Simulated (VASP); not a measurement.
# C28N (a cell with a defect) in VASP: single point with PBE

Aim: the single point of C28N (a cell with a defect) with PBE.

Everything below comes from runs of VASP 6.6.1. Logs are shortened: lines on timing, memory, paths and dates and some standing lists are left out, and cuts for length are marked.

### Step 1. The cell of the first run

The cell holds a defect, 29 atoms: a = 6.526 Å, b = 6.526 Å, c = 8.465 Å, α = 90.00°, β = 90.00°, γ = 120.00°.

### Step 2. Single point, PBE (with an interstitial atom, then relaxed in part)

INCAR reads:

```
PREC     = Accurate       # precision mode
ENCUT    = 520            # plane-wave cutoff, eV
EDIFF    = 1E-7           # SCF threshold, eV
ISMEAR   = 0              # smearing method
SIGMA    = 0.1            # smearing width, eV
LREAL    = Auto         
LASPH    = True           # aspherical terms in the spheres
NELM     = 80             # most SCF steps
ALGO     = Normal         # electronic algorithm
ISIF     = 2              # what is computed and relaxed
LWAVE    = False          # write WAVECAR
LCHARG   = False          # write CHGCAR
GGA      = PE             # functional
NBANDS   = 78             # bands
```

KPOINTS reads:

```
Automatic mesh
0
Gamma
  4 4 3
```

POSCAR reads:

```
C28N
1.0
    4.9330655670     -4.2721600996      0.0000000000
   -6.1663319588     -2.1360800497      0.0000000000
    0.0000000000      0.0000000000     -8.4654494173
C N
28 1
Direct
    0.5848301459      0.8628094815      0.7731296957
    0.1561630136      0.7200098801      0.7726250808
    0.7276406478      0.5772362860      0.7729520930
    0.2989265336      0.4341823720      0.7728597053
    0.8704918966      0.2913742259      0.7729156578
    0.4419158575      0.1485575563      0.7726324026
    0.0132442783      0.0056782891      0.7739682672
    0.5448370098      0.8360396746      0.2302279257
    0.1208345858      0.6938482495      0.2203079021
    0.6954880745      0.5548244651      0.2249293362
    0.2674574832      0.4107118958      0.2273843327
    0.8381290590      0.2728273250      0.2280918302
    0.4101379391      0.1266152819      0.2227768213
   -0.0129108725     -0.0194470187      0.2624735985
    0.3467146059      0.6723894394      0.7726560981
    0.9180505616      0.5294520519      0.7726759558
    0.4895295644      0.3866989562      0.7726390004
    0.0609072081      0.2437003859      0.7733893703
    0.6324108159      0.1009031990      0.7727603535
    0.2036563381      0.9580786057      0.7731214875
    0.7753152380      0.8152784505      0.7736720841
    0.5024567277      0.6013199361      0.2273616606
    0.0744648988      0.4572937322      0.2248487795
    0.6490995161      0.3182783251      0.2202355499
    0.2250411307      0.1759964018      0.2304882145
    0.7826997422      0.0315843497      0.2621384385
    0.3597809558      0.8854932258      0.2227777376
    0.9317776294      0.7393143241      0.2283917988
    0.8847631544      1.0064622655      0.4090834676
```

Potentials or basis: VASP PAW PBE potentials, release 64 (C, N).

Run with:

```console
cat potpaw_PBE.64/C/POTCAR potpaw_PBE.64/N/POTCAR > POTCAR
mpirun -np 1 vasp_std > vasp.out
```

OUTCAR:

```text
PREC = Accurate
   ENCUT = 520
   EDIFF = 1E-7
   ISMEAR = 0
   LREAL = Auto
   LASPH = True
   NELM = 80
   ISIF = 2
   GGA = PE

 ion  position               nearest neighbor table
   1  0.585  0.863  0.773-  21 1.42  15 1.42  19 1.42
   2  0.156  0.720  0.773-  20 1.42  16 1.42  15 1.42
   3  0.728  0.577  0.773-  21 1.42  17 1.42  16 1.42
   4  0.299  0.434  0.773-  18 1.42  17 1.42  15 1.42
   5  0.870  0.291  0.773-  18 1.42  19 1.42  16 1.42
   6  0.442  0.149  0.773-  19 1.42  17 1.42  20 1.42
   7  0.013  0.006  0.774-  21 1.42  18 1.42  20 1.42
   8  0.545  0.836  0.230-  27 1.40  22 1.41  26 1.46
   9  0.121  0.694  0.220-  28 1.41  23 1.42  27 1.43
  10  0.695  0.555  0.225-  28 1.40  24 1.42  22 1.44
  11  0.267  0.411  0.227-  22 1.41  25 1.41  23 1.44
  12  0.838  0.273  0.228-  23 1.40  24 1.41  26 1.46
  13  0.410  0.127  0.223-  25 1.40  24 1.43  27 1.44
  14  0.987  0.981  0.262-  28 1.46  29 1.46  25 1.46  26 1.53
  15  0.347  0.672  0.773-   1 1.42   4 1.42   2 1.42
  16  0.918  0.529  0.773-   5 1.42   2 1.42   3 1.42
  17  0.490  0.387  0.773-   3 1.42   4 1.42   6 1.42
  18  0.061  0.244  0.773-   7 1.42   4 1.42   5 1.42
  19  0.632  0.101  0.773-   5 1.42   1 1.42   6 1.42
  20  0.204  0.958  0.773-   7 1.42   2 1.42   6 1.42
  21  0.775  0.815  0.774-   7 1.42   3 1.42   1 1.42
  22  0.502  0.601  0.227-  11 1.41   8 1.41  10 1.44
  23  0.074  0.457  0.225-  12 1.40   9 1.42  11 1.44
  24  0.649  0.318  0.220-  12 1.41  10 1.42  13 1.43
  25  0.225  0.176  0.230-  13 1.40  11 1.41  14 1.46
  26  0.783  0.032  0.262-  12 1.46  29 1.46   8 1.46  14 1.53
  27  0.360  0.885  0.223-   8 1.40   9 1.43  13 1.44
  28  0.932  0.739  0.228-  10 1.40   9 1.41  14 1.46
  29  0.885  0.006  0.409-  26 1.46  14 1.46

  LATTYP: Found a hexagonal cell.
 ALAT       =     6.5258323458
 C/A-ratio  =     1.2972214070

  Lattice vectors:

 A1 = (   4.9330655670,  -4.2721600996,   0.0000000000)
 A2 = (  -6.1663319588,  -2.1360800497,   0.0000000000)
 A3 = (   0.0000000000,   0.0000000000,  -8.4654494173)

Analysis of symmetry for initial positions (statically):
=====================================================================
 Subroutine PRICEL returns:
 Original cell was already a primitive cell.

 Routine SETGRP: Setting up the symmetry group for a
 hexagonal supercell.

 Subroutine GETGRP returns: Found  1 space group operations
 (whereof  1 operations were pure point group operations)
 out of a pool of 24 trial point group operations.

The static configuration has the point symmetry C_1 .

Analysis of symmetry for dynamics (positions and initial velocities):
=====================================================================
 Subroutine PRICEL returns:
 Original cell was already a primitive cell.

 Routine SETGRP: Setting up the symmetry group for a
 hexagonal supercell.

 Subroutine GETGRP returns: Found  1 space group operations
 (whereof  1 operations were pure point group operations)
 out of a pool of 24 trial point group operations.

The dynamic configuration has the point symmetry C_1 .

 Subroutine INISYM returns: Found  1 space group operations
 (whereof  1 operations are pure point group operations),
 and found     1 'primitive' translations

----------------------------------------------------------------------------------------

                                     Primitive cell

  volume of cell :     312.2141

  direct lattice vectors                    reciprocal lattice vectors
     4.933065567 -4.272160100  0.000000000     0.057918202 -0.167195446  0.000000000
    -6.166331959 -2.136080050  0.000000000    -0.115836403 -0.133756357  0.000000000
     0.000000000  0.000000000 -8.465449417     0.000000000  0.000000000 -0.118127219

  length of vectors
     6.525832346  6.525832346  8.465449417     0.176943028  0.176943028  0.118127219

  position of ions in fractional coordinates (direct lattice)
     0.584830146  0.862809482  0.773129696
     0.156163014  0.720009880  0.772625081
     0.727640648  0.577236286  0.772952093
     0.298926534  0.434182372  0.772859705
     0.870491897  0.291374226  0.772915658
     0.441915857  0.148557556  0.772632403
[... 21 lines left out ...]
     0.931777629  0.739314324  0.228391799
     0.884763154  0.006462265  0.409083468

  ion indices of the primitive-cell ions
   primitive index   ion index
                 1           1
                 2           2
                 3           3
                 4           4
                 5           5
                 6           6
[... 21 lines left out ...]
                28          28
                29          29

----------------------------------------------------------------------------------------

 KPOINTS: Automatic mesh

Automatic generation of k-mesh.
 Grid dimensions read from file:
 generate k-points for:    4    4    3

 Generating k-lattice:

  Cartesian coordinates                     Fractional coordinates (reciprocal lattice)
     0.014479550 -0.041798862  0.000000000     0.250000000 -0.000000000  0.000000000
    -0.028959101 -0.033439089  0.000000000     0.000000000  0.250000000  0.000000000
     0.000000000  0.000000000 -0.039375740     0.000000000  0.000000000  0.333333333

  Length of vectors
     0.044235757  0.044235757  0.039375740

  Shift w.r.t. Gamma in fractional coordinates (k-lattice)
     0.000000000  0.000000000  0.000000000

 Subroutine IBZKPT returns following result:
 ===========================================

 Found     26 irreducible k-points:

 Following reciprocal coordinates:
            Coordinates               Weight
  0.000000  0.000000  0.000000      1.000000
  0.250000  0.000000  0.000000      2.000000
  0.000000  0.250000  0.000000      2.000000
 -0.250000  0.250000  0.000000      2.000000
  0.500000  0.000000  0.000000      1.000000
  0.000000  0.500000  0.000000      1.000000
[... 16 lines left out ...]
  0.500000  0.250000  0.333333      2.000000
 -0.250000 -0.250000  0.333333      2.000000
 [... further k-points ...]
   k-points           NKPTS =     26   k-points in BZ     NKDIM =     26   number of bands    NBANDS=     78
   number of dos      NEDOS =    301   number of ions     NIONS =     29
   total plane-waves  NPLWV = 160000
   dimension x,y,z NGX =    50 NGY =   50 NGZ =   64
   dimension x,y,z NGXF=   100 NGYF=  100 NGZF=  128
   ions per type =              28   1
   NGX,Y,Z   is equivalent  to a cutoff of  12.74, 12.74, 12.57 a.u.
   NGXF,Y,Z  is equivalent  to a cutoff of  25.48, 25.48, 25.14 a.u.
 SYSTEM =  unknown system
   PREC   = accura    normal or accurate (medium, high low for compatibility)
   ISTART =      0    job   : 0-new  1-cont  2-samecut
   ICHARG =      2    charge: 1-file 2-atom 10-const
   ISPIN  =      1    spin polarized calculation?
   LNONCOLLINEAR =      F non collinear calculations
   LSORBIT =      F    spin-orbit coupling
   LASPH  =      T    aspherical Exc in radial PAW
   ENCUT  =  520.0 eV  38.22 Ry    6.18 a.u.  12.13 12.13 15.74*2*pi/ulx,y,z
   NELM   =     80;   NELMIN=  2; NELMDL= -5     # of ELM steps
   EDIFF  = 0.1E-06   stopping-criterion for ELM
   LREAL  =      T    real-space projection
   EDIFFG = 0.1E-05   stopping-criterion for IOM
   NSW    =      0    number of steps for IOM
   IBRION =     -1    ionic relax: 0-MD 1-quasi-New 2-CG
   NFREE  =      0    steps in history (QN), initial steepest desc. (CG)
   ISIF   =      2    stress and relaxation
   ISYM   =      2    0-nonsym 1-usesym 2-fastsym
   POTIM  = 0.5000    time-step for ionic-motion
   TEBEG  =    0.0;   TEEND  =   0.0 temperature during run
   PSTRESS=    0.0 pullay stress
   NELECT =     117.0000    total number of electrons
   NUPDOWN=      -1.0000    fix difference up-down
   EMIN   =  10.00;   EMAX   =-10.00  energy-range for DOS
   EFERMI =   0.00;   METHOD = LEGACY
   ISMEAR =     0;   SIGMA  =   0.10  broadening in eV -4-tet -1-fermi 0-gaus
   EFERMI_NEDOS =   21; number of points for ismear=-14 and -15
   IALGO  =     38    algorithm
   IMIX   =      4    mixing-type and parameters
     AMIX     =   0.40;   BMIX     =  1.00
     AMIX_MAG =   1.60;   BMIX_MAG =  1.00
  volume/ion in A,a.u.               =      10.77        72.65
  Fermi-wavevector in a.u.,A,eV,Ry     =   1.180282  2.230410 18.953824  1.393067
  Thomas-Fermi vector in A             =   2.316578
   LORBIT       =      0    0 simple, 1 ext, 2 COOP (PROOUT), +10 PAW based schemes
   GGA     = PE    functional components
   LHFCALC =     F    Hartree Fock is set to
   AEXX    =    0.0000 exact exchange contribution
   IVDW    =     0    specifies the selected vdW correction
   LEPSILON=     F    determine dielectric tensor
   LRPA    =     F    only Hartree local field effects (RPA)
 non-spin polarized calculation
 Gauss-broadening in eV      SIGMA  =   0.10
  energy-cutoff  :      520.00
  volume of cell :      312.21
 maximum number of plane-waves:      8422
 NGX is ok and might be reduce to    50
   NGX = 25   NGY = 25   NGZ = 31

 number of electron     117.0000000 magnetization

 Free energy of the ion-electron system (eV)
  ---------------------------------------------------
  ext. energy  EPLUGINS =         0.00000000
  ---------------------------------------------------
  free energy    TOTEN  =      -262.21861698 eV

  energy without entropy =     -262.18266937  energy(sigma->0) =     -262.20064317

 E-fermi :   2.3285     XC(G=0):  -8.9744

 val. band max:        2.3260220699   @ k =   0.0000   0.0000   0.0000
 cond. band min:       2.3364475878   @ k =   0.5000   0.2500   0.3333
 fundamental gap:      0.0104255179
 Fermi energy:         2.3285451868

 k-point     1 :       0.0000    0.0000    0.0000
  band No.  band energies     occupation
      1     -17.8699      2.00000
      2     -16.4187      2.00000
      3     -15.7995      2.00000
      4     -13.5831      2.00000
      5     -13.5542      2.00000
      6     -13.4739      2.00000
[... 62 lines left out ...]
     69       7.1343      0.00000
     70       7.1386      0.00000

 k-point     2 :       0.2500    0.0000    0.0000
  band No.  band energies     occupation
      1     -17.7982      2.00000
      2     -16.2085      2.00000
      3     -15.8695      2.00000
      4     -14.6470      2.00000
      5     -14.5383      2.00000
      6     -14.0263      2.00000
[... 62 lines left out ...]
     69       8.1272      0.00000
     70       8.5606      0.00000

 k-point     3 :       0.0000    0.2500    0.0000
  band No.  band energies     occupation
      1     -17.7992      2.00000
      2     -16.2085      2.00000
      3     -15.8625      2.00000
      4     -14.6060      2.00000
      5     -14.5365      2.00000
      6     -14.1398      2.00000
[... 1522 lines left out ...]
     69       8.7213      0.00000
     70       8.8297      0.00000

 k-point    24 :      -0.2500   -0.2500    0.3333
  band No.  band energies     occupation
      1     -17.7194      2.00000
      2     -15.8410      2.00000
      3     -15.7810      2.00000
      4     -15.3338      2.00000
      5     -14.9603      2.00000
      6     -14.9477      2.00000
[... 62 lines left out ...]
     69       8.6621      0.00000
     70       8.7874      0.00000

 [... further k-points ...]

 [bands above 70 left out]

------------------------ aborting loop because EDIFF is reached ----------------------------------------

  FORCE on cell =-STRESS in cart. coord.  units (eV):
  Direction    XX          YY          ZZ          XY          YZ          ZX
  --------------------------------------------------------------------------------------
  -------------------------------------------------------------------------------------
  Total        4.9493434      5.6341740      0.9458192      0.5655993      0.0478596     -0.0552577
  in kB       25.3983613     28.9126811      4.8536251      2.9024647      0.2455993     -0.2835637
  external PRESSURE =      19.7215558 kB  Pullay stress =       0.0000000 kB

 VOLUME and BASIS-vectors are now :
 -----------------------------------------------------------------------------
  energy-cutoff  :      520.00
  volume of cell :      312.21
      direct lattice vectors                 reciprocal lattice vectors
     4.933065567 -4.272160100  0.000000000     0.057918202 -0.167195446  0.000000000
    -6.166331959 -2.136080050  0.000000000    -0.115836403 -0.133756357  0.000000000
     0.000000000  0.000000000 -8.465449417     0.000000000  0.000000000 -0.118127219

 POSITION                                       TOTAL-FORCE (eV/Angst)
 -----------------------------------------------------------------------------------
     -2.43536     -4.34152     -6.54489        -0.003599      0.006352      0.000117
     -3.66946     -2.20515     -6.54062         0.007096     -0.004912      0.000205
      0.03007     -4.34162     -6.54339         0.001930     -0.005893      0.000031
     -1.20269     -2.20451     -6.54260        -0.002528     -0.001180      0.002032
      2.49748     -4.34128     -6.54308         0.004315      0.001847     -0.000999
      1.26394     -2.20527     -6.54068         0.001947      0.002172      0.001093
[... 21 lines left out ...]
      0.03766     -5.55994     -1.93344         0.007633     -0.014620      0.004169
      4.32475     -3.79365     -3.46308         0.000487      0.001674     -0.162130
 -----------------------------------------------------------------------------------
    total drift:                               -0.040114     -0.002622     -0.003471

  FREE ENERGIE OF THE ION-ELECTRON SYSTEM (eV)
  ---------------------------------------------------
  free  energy   TOTEN  =      -262.2186169765 eV

  energy  without entropy=     -262.1826693702  energy(sigma->0) =     -262.20064317
```

Run time: 37 min. Hardware: 1 thread of Intel Xeon 6975P-C (Granite Rapids), shared host; peak memory 0.61 GiB.

Results:

- Free energy: -262.2186 eV
- Pressure: 2.0 GPa
- Largest force: 0.162 eV/Å
- Band gap on the k mesh: zero (an odd number of electrons rules out a gap without spin polarisation)

Forces in eV/Å, atoms in the order of the input:
```
C   -0.004  0.006  0.000
C    0.007 -0.005  0.000
C    0.002 -0.006  0.000
C   -0.003 -0.001  0.002
C    0.004  0.002 -0.001
C    0.002  0.002  0.001
C   -0.001 -0.004 -0.001
C   -0.002 -0.002  0.004
C   -0.008  0.002 -0.003
C   -0.006  0.007  0.004
C   -0.008 -0.003  0.004
C    0.000  0.016  0.007
C    0.001  0.008  0.001
C    0.053 -0.023  0.063
C   -0.003  0.000  0.002
C    0.003 -0.002 -0.002
C   -0.002 -0.001 -0.001
C    0.012  0.010  0.001
C    0.002  0.009  0.000
C   -0.006 -0.002  0.002
C    0.001 -0.013  0.002
C   -0.004  0.006  0.001
C    0.008 -0.022  0.003
C   -0.003 -0.001  0.001
C   -0.005  0.007  0.007
C   -0.052  0.020  0.062
C    0.004  0.003  0.000
C    0.008 -0.015  0.004
N    0.000  0.002 -0.162
```

Caveat: the cell differs from its parent crystal (with an interstitial atom, then relaxed in part); an odd number of electrons without spin polarisation forces a metal; a magnetic or distorted state may lie lower.
